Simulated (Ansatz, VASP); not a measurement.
**Two plane-wave programs on Ir**

```
CELL_PARAMETERS angstrom
0.00000 1.92285 1.92285
1.92285 0.00000 1.92285
1.92285 1.92285 0.00000
ATOMIC_POSITIONS crystal
Ir 0.00000 0.00000 0.00000
```

Alike in both runs: task single point; functional r2SCAN; k mesh 15 × 15 × 15; occupations fermi-dirac, width 0.1 eV; no spin polarisation.

```csv
,VASP,Ansatz
version,VASP 6.6.1,Ansatz 0.2.0
potentials or method,"VASP PAW PBE potentials, release 64 (Ir_sv_GW), cutoff 620 eV","plane waves (500 eV) with PAW, scalar-relativistic"
valence electrons in the cell,17,17
```

VASP gave:

| Item | Value |
| --- | --- |
| pressure (GPa) | -1.3 |

Question: Which values does Ansatz return?

Answer: Pressure (GPa): -0.4.

VASP's potentials were made for PBE, not for r2SCAN.

Neither program's run includes spin-orbit coupling.
